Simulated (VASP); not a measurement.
# BP (gw) (I-4m2) in VASP: notebook

BP (gw) is run at these levels: PBEsol; tasks: single point.

Program: VASP 6.6.1. These are calculated values, not measurements. Logs are shortened: lines on timing, memory, paths and dates and some standing lists are left out, and cuts for length are marked.

## (1) The cell of the first run

Symmetry: I-4m2, No. 119, tetragonal system. The conventional cell has a = 3.072 Å, b = 3.072 Å, c = 4.603 Å, α = 90.00°, β = 90.00°, γ = 90.00°. B (site symmetry -4m2) has 4 P at 1.92 Å within 2.5 Å. P (site symmetry -4m2) has 4 B at 1.92 Å within 2.5 Å.

## (2) Single point, PBEsol

File INCAR:

```
SYSTEM = BP
  PREC = Accurate
  ENCUT = 500
  EDIFF = 1E-6
  ISMEAR = 0
  SIGMA = 0.01
  LREAL = .FALSE.
  LASPH = .TRUE.
  NELM = 120
  ALGO = Normal
  ISIF = 2
  LWAVE = .FALSE.
  LCHARG = .TRUE.
  GGA = PS
  LELF = .TRUE.
  LVHAR = .TRUE.
  NBANDS = 11
  GGA_COMPAT = .FALSE.
```

File KPOINTS:

```
Automatic mesh
0
G
  6 6 6
  0 0 0
```

File POSCAR:

```
BP
1.0
    0.0000000000      2.1719893105      2.3012622441
    2.1719893105      0.0000000000      2.3012622441
    2.1719893105      2.1719893105      0.0000000000
B P
1 1
Direct
    0.0000000000      0.0000000000      0.0000000000
    0.2500000000      0.2500000000      0.2500000000
```

Potentials or basis: VASP PAW PBE potentials, release 64 (B, P).

On the command line:

```sh
cat potpaw_PBE.64/B/POTCAR potpaw_PBE.64/P/POTCAR > POTCAR
mpirun -np 1 vasp_std > vasp.out
```

OUTCAR:

```text
SYSTEM = BP
   PREC = Accurate
   ENCUT = 500
   EDIFF = 1E-6
   ISMEAR = 0
   LREAL = .FALSE.
   LASPH = .TRUE.
   NELM = 120
   ISIF = 2
   GGA = PS

 ion  position               nearest neighbor table
   1  0.000  0.000  0.000-   2 1.92   2 1.92   2 1.92   2 1.92
   2  0.250  0.250  0.250-   1 1.92   1 1.92   1 1.92   1 1.92

  LATTYP: Found a body centered tetragonal cell.
 ALAT       =     3.0716567402
 C/A-ratio  =     1.4983850337

  Lattice vectors:

 A1 = (  -2.1719893105,   0.0000000000,   2.3012622441)
 A2 = (   2.1719893105,   0.0000000000,   2.3012622441)
 A3 = (   0.0000000000,   2.1719893105,  -2.3012622441)

Analysis of symmetry for initial positions (statically):
=====================================================================
 Subroutine PRICEL returns:
 Original cell was already a primitive cell.

 Routine SETGRP: Setting up the symmetry group for a
 body centered tetragonal supercell.

 Subroutine GETGRP returns: Found  8 space group operations
 (whereof  8 operations were pure point group operations)
 out of a pool of 16 trial point group operations.

The static configuration has the point symmetry D_2d.

Analysis of symmetry for dynamics (positions and initial velocities):
=====================================================================
 Subroutine PRICEL returns:
 Original cell was already a primitive cell.

 Routine SETGRP: Setting up the symmetry group for a
 body centered tetragonal supercell.

 Subroutine GETGRP returns: Found  8 space group operations
 (whereof  8 operations were pure point group operations)
 out of a pool of 16 trial point group operations.

The dynamic configuration has the point symmetry D_2d.

 Subroutine INISYM returns: Found  8 space group operations
 (whereof  8 operations are pure point group operations),
 and found     1 'primitive' translations

----------------------------------------------------------------------------------------

                                     Primitive cell

  volume of cell :      21.7126

  direct lattice vectors                    reciprocal lattice vectors
     0.000000000  2.171989310  2.301262244    -0.230203711  0.230203711  0.217272065
     2.171989310  0.000000000  2.301262244     0.230203711 -0.230203711  0.217272065
     2.171989310  2.171989310  0.000000000     0.230203711  0.230203711 -0.217272065

  length of vectors
     3.164387062  3.164387062  3.071656740     0.391400878  0.391400878  0.391400878

  position of ions in fractional coordinates (direct lattice)
     0.000000000  0.000000000  0.000000000
     0.250000000  0.250000000  0.250000000

  ion indices of the primitive-cell ions
   primitive index   ion index
                 1           1
                 2           2

----------------------------------------------------------------------------------------

 KPOINTS: Automatic mesh

Automatic generation of k-mesh.
 Grid dimensions read from file:
 generate k-points for:    6    6    6

 Generating k-lattice:

  Cartesian coordinates                     Fractional coordinates (reciprocal lattice)
    -0.038367285  0.038367285  0.036212011     0.166666667  0.000000000  0.000000000
     0.038367285 -0.038367285  0.036212011     0.000000000  0.166666667  0.000000000
     0.038367285  0.038367285 -0.036212011     0.000000000  0.000000000  0.166666667

  Length of vectors
     0.065233480  0.065233480  0.065233480

  Shift w.r.t. Gamma in fractional coordinates (k-lattice)
     0.000000000  0.000000000  0.000000000

 Subroutine IBZKPT returns following result:
 ===========================================

 Found     30 irreducible k-points:

 Following reciprocal coordinates:
            Coordinates               Weight
  0.000000  0.000000  0.000000      1.000000
  0.166667  0.000000  0.000000      8.000000
  0.333333 -0.000000  0.000000      8.000000
  0.500000 -0.000000  0.000000      4.000000
  0.166667  0.166667  0.000000      2.000000
  0.333333  0.166667  0.000000      8.000000
[... 16 lines left out ...]
  0.333333  0.000000  0.333333      4.000000
  0.500000  0.000000  0.333333     16.000000
 [... further k-points ...]
   k-points           NKPTS =     30   k-points in BZ     NKDIM =     30   number of bands    NBANDS=     11
   number of dos      NEDOS =    301   number of ions     NIONS =      2
   total plane-waves  NPLWV =  13824
   dimension x,y,z NGX =    24 NGY =   24 NGZ =   24
   dimension x,y,z NGXF=    48 NGYF=   48 NGZF=   48
   ions per type =               1   1
   NGX,Y,Z   is equivalent  to a cutoff of  12.61, 12.61, 12.99 a.u.
   NGXF,Y,Z  is equivalent  to a cutoff of  25.22, 25.22, 25.98 a.u.
 SYSTEM =  BP
   PREC   = accura    normal or accurate (medium, high low for compatibility)
   ISTART =      0    job   : 0-new  1-cont  2-samecut
   ICHARG =      2    charge: 1-file 2-atom 10-const
   ISPIN  =      1    spin polarized calculation?
   LNONCOLLINEAR =      F non collinear calculations
   LSORBIT =      F    spin-orbit coupling
   LASPH  =      T    aspherical Exc in radial PAW
   ENCUT  =  500.0 eV  36.75 Ry    6.06 a.u.   5.77  5.77  5.60*2*pi/ulx,y,z
   NELM   =    120;   NELMIN=  2; NELMDL= -5     # of ELM steps
   EDIFF  = 0.1E-05   stopping-criterion for ELM
   LREAL  =      F    real-space projection
   EDIFFG = 0.1E-04   stopping-criterion for IOM
   NSW    =      0    number of steps for IOM
   IBRION =     -1    ionic relax: 0-MD 1-quasi-New 2-CG
   NFREE  =      0    steps in history (QN), initial steepest desc. (CG)
   ISIF   =      2    stress and relaxation
   ISYM   =      2    0-nonsym 1-usesym 2-fastsym
   POTIM  = 0.5000    time-step for ionic-motion
   TEBEG  =    0.0;   TEEND  =   0.0 temperature during run
   PSTRESS=    0.0 pullay stress
   NELECT =       8.0000    total number of electrons
   NUPDOWN=      -1.0000    fix difference up-down
   EMIN   =  10.00;   EMAX   =-10.00  energy-range for DOS
   EFERMI =   0.00;   METHOD = LEGACY
   ISMEAR =     0;   SIGMA  =   0.01  broadening in eV -4-tet -1-fermi 0-gaus
   EFERMI_NEDOS =   21; number of points for ismear=-14 and -15
   IALGO  =     38    algorithm
   IMIX   =      4    mixing-type and parameters
     AMIX     =   0.40;   BMIX     =  1.00
     AMIX_MAG =   1.60;   BMIX_MAG =  1.00
  volume/ion in A,a.u.               =      10.86        73.26
  Fermi-wavevector in a.u.,A,eV,Ry     =   1.173638  2.217855 18.741035  1.377427
  Thomas-Fermi vector in A             =   2.310048
   LORBIT       =      0    0 simple, 1 ext, 2 COOP (PROOUT), +10 PAW based schemes
   GGA     = PS    functional components
   LHFCALC =     F    Hartree Fock is set to
   AEXX    =    0.0000 exact exchange contribution
   IVDW    =     0    specifies the selected vdW correction
   LEPSILON=     F    determine dielectric tensor
   LRPA    =     F    only Hartree local field effects (RPA)
 non-spin polarized calculation
 Gauss-broadening in eV      SIGMA  =   0.01
  energy-cutoff  :      500.00
  volume of cell :       21.71
 maximum number of plane-waves:       568
   NGX = 11   NGY = 11   NGZ = 11

 number of electron       8.0000000 magnetization

 Free energy of the ion-electron system (eV)
  ---------------------------------------------------
  ext. energy  EPLUGINS =         0.00000000
  ---------------------------------------------------
  free energy    TOTEN  =       -13.56043428 eV

  energy without entropy =      -13.56043428  energy(sigma->0) =      -13.56043428

 E-fermi :   8.5691     XC(G=0): -11.3578

 val. band max:        8.5174142813   @ k =   0.0000   0.0000   0.0000
 cond. band min:       9.1802870109   @ k =   0.5000   0.0000   0.5000
 fundamental gap:      0.6628727296
 Fermi energy:         8.5691119702

 k-point     1 :       0.0000    0.0000    0.0000
  band No.  band energies     occupation
      1      -7.8660      2.00000
      2       7.8894      2.00000
      3       8.5174      2.00000
      4       8.5174      2.00000
      5      11.6978      0.00000
      6      11.6978      0.00000
      7      11.9979      0.00000
      8      16.7088      0.00000
      9      19.7414      0.00000
     10      20.0996      0.00000
     11      21.4739      0.00000

 k-point     2 :       0.1667    0.0000    0.0000
  band No.  band energies     occupation
      1      -7.3347      2.00000
      2       5.3150      2.00000
      3       7.3434      2.00000
      4       7.8647      2.00000
      5      12.2644      0.00000
      6      12.7177      0.00000
      7      13.0438      0.00000
      8      17.7478      0.00000
      9      18.7976      0.00000
     10      19.8440      0.00000
     11      21.4637      0.00000

 k-point     3 :       0.3333   -0.0000    0.0000
  band No.  band energies     occupation
      1      -5.8085      2.00000
      2       1.1997      2.00000
      3       6.3851      2.00000
      4       7.1238      2.00000
      5      12.0989      0.00000
      6      13.4200      0.00000
      7      13.4651      0.00000
      8      18.6803      0.00000
      9      20.3507      0.00000
     10      20.3904      0.00000
     11      22.5172      0.00000

 k-point     4 :       0.5000   -0.0000    0.0000
  band No.  band energies     occupation
      1      -4.2182      2.00000
      2      -1.3301      2.00000
      3       6.0374      2.00000
      4       6.8703      2.00000
      5      11.8702      0.00000
      6      13.3069      0.00000
      7      13.3313      0.00000
      8      18.5267      0.00000
      9      23.0193      0.00000
     10      23.1036      0.00000
     11      24.3853      0.00000
[... 239 lines left out ...]
 k-point    22 :      -0.3333    0.5000    0.1667
  band No.  band energies     occupation
      1      -2.6214      2.00000
      2      -0.5331      2.00000
      3       2.8212      2.00000
      4       2.8808      2.00000
      5      12.6031      0.00000
      6      13.5218      0.00000
      7      17.9593      0.00000
      8      18.5169      0.00000
      9      21.4250      0.00000
     10      24.8807      0.00000
     11      25.2500      0.00000

 k-point    23 :       0.3333    0.0000    0.3333
  band No.  band energies     occupation
      1      -4.9909      2.00000
      2       2.8422      2.00000
      3       4.2954      2.00000
      4       4.4624      2.00000
      5       9.2840      0.00000
      6      11.3021      0.00000
      7      17.5496      0.00000
      8      19.1916      0.00000
      9      22.3378      0.00000
     10      23.9269      0.00000
     11      26.5831      0.00000

 k-point    24 :       0.5000    0.0000    0.3333
  band No.  band energies     occupation
      1      -3.2918      2.00000
      2       0.5905      2.00000
      3       2.6926      2.00000
      4       4.1505      2.00000
      5       9.8065      0.00000
      6      12.1213      0.00000
      7      17.9918      0.00000
      8      19.7363      0.00000
      9      22.4347      0.00000
     10      24.3414      0.00000
     11      26.7694      0.00000

 [... further k-points ...]

------------------------ aborting loop because EDIFF is reached ----------------------------------------

  FORCE on cell =-STRESS in cart. coord.  units (eV):
  Direction    XX          YY          ZZ          XY          YZ          ZX
  --------------------------------------------------------------------------------------
  -------------------------------------------------------------------------------------
  Total        2.3877591      2.3877591      0.0490087      0.0000000      0.0000000      0.0000000
  in kB      176.1933892    176.1933892      3.6163622      0.0000000      0.0000000      0.0000000
  external PRESSURE =     118.6677135 kB  Pullay stress =       0.0000000 kB

 VOLUME and BASIS-vectors are now :
 -----------------------------------------------------------------------------
  energy-cutoff  :      500.00
  volume of cell :       21.71
      direct lattice vectors                 reciprocal lattice vectors
     0.000000000  2.171989310  2.301262244    -0.230203711  0.230203711  0.217272065
     2.171989310  0.000000000  2.301262244     0.230203711 -0.230203711  0.217272065
     2.171989310  2.171989310  0.000000000     0.230203711  0.230203711 -0.217272065

 POSITION                                       TOTAL-FORCE (eV/Angst)
 -----------------------------------------------------------------------------------
      0.00000      0.00000      0.00000         0.000000      0.000000      0.000000
      1.08599      1.08599      1.15063        -0.000000     -0.000000      0.000000
 -----------------------------------------------------------------------------------
    total drift:                               -0.000000     -0.000000      0.000000

  FREE ENERGIE OF THE ION-ELECTRON SYSTEM (eV)
  ---------------------------------------------------
  free  energy   TOTEN  =       -13.5604342768 eV

  energy  without entropy=      -13.5604342768  energy(sigma->0) =      -13.56043428
```

Wall time 10 s (1 thread of Intel Xeon 8259CL, shared host); peak memory 0.13 GiB.

Results:

* Free energy: -13.5604 eV
* Pressure: 11.9 GPa
* Band gap on the k mesh: 0.66 eV, indirect (least direct gap 3.18 eV)

Stress tensor (GPa, compression positive):
```
17.62  0.00  0.00
 0.00 17.62  0.00
 0.00  0.00  0.36
```

Levels at points of the mesh, in eV from the valence-band top:
```tsv
k point	band 1	band 2	band 3	band 4	band 5	band 6	band 7	band 8	band 9
(0.00, 0.00, 0.00)	-16.38	-0.63	0.00	0.00	3.18	3.18	3.48	8.19	11.22
(0.50, 0.00, 0.00)	-12.74	-9.85	-2.48	-1.65	3.35	4.79	4.81	10.01	14.50
(0.50, 0.50, 0.00)	-11.53	-9.56	-4.18	-4.18	1.31	1.83	12.60	12.60	15.33
(0.50, 0.00, 0.50)	-10.90	-9.01	-4.89	-4.76	0.66	0.96	11.73	13.13	15.42
```

Caveat: the PAW data sets were made with another functional, which shifts forces and pressure a little.

## (3) Single point, PBEsol

File INCAR:

```
PREC     = Accurate       # precision mode
ENCUT    = 500            # plane-wave cutoff, eV
EDIFF    = 1E-6           # SCF threshold, eV
ISMEAR   = 0              # smearing method
SIGMA    = 0.01           # smearing width, eV
LREAL    = F              # projectors in reciprocal space
LASPH    = T              # aspherical terms in the spheres
NELM     = 120            # most SCF steps
ALGO     = Normal         # electronic algorithm
ISIF     = 2              # what is computed and relaxed
LWAVE    = F              # write WAVECAR
LCHARG   = F              # write CHGCAR
GGA      = PS             # functional
NBANDS   = 11             # bands
GGA_COMPAT= F
```

File KPOINTS:

```
Automatic mesh
0
Gamma
  6 6 6
```

POSCAR is that of step 2.

Potentials or basis: VASP PAW PBE potentials, release 64 (B, P).

On the command line:

```sh
cat potpaw_PBE.64/B/POTCAR potpaw_PBE.64/P/POTCAR > POTCAR
mpirun -np 1 vasp_std > vasp.out
```

It took 8.3 s on 1 thread of Intel Xeon 8259CL, shared host; peak memory 0.13 GiB.

It converged, with:

| Property | Result |
| --- | --- |
| Free energy | -13.5604 eV |
| Pressure | 11.9 GPa |
| Band gap on the k mesh | 0.66 eV, indirect (least direct gap 3.18 eV) |

Stress tensor (GPa, compression positive):
```
17.62  0.00  0.00
 0.00 17.62  0.00
 0.00  0.00  0.36
```

Levels at points of the mesh, in eV from the valence-band top:
| k point | band 1 | band 2 | band 3 | band 4 | band 5 | band 6 | band 7 | band 8 |
| --- | --- | --- | --- | --- | --- | --- | --- | --- |
| (0.00, 0.00, 0.00) | -16.38 | -0.63 | 0.00 | 0.00 | 3.18 | 3.18 | 3.48 | 8.19 |
| (0.50, 0.00, 0.00) | -12.74 | -9.85 | -2.48 | -1.65 | 3.35 | 4.79 | 4.81 | 10.01 |
| (0.50, 0.50, 0.00) | -11.53 | -9.56 | -4.18 | -4.18 | 1.31 | 1.83 | 12.60 | 12.60 |
| (0.50, 0.00, 0.50) | -10.90 | -9.01 | -4.89 | -4.76 | 0.66 | 0.96 | 11.73 | 13.13 |

Caveat: the PAW data sets were made with another functional, which shifts forces and pressure a little. A k mesh can miss the band edges.
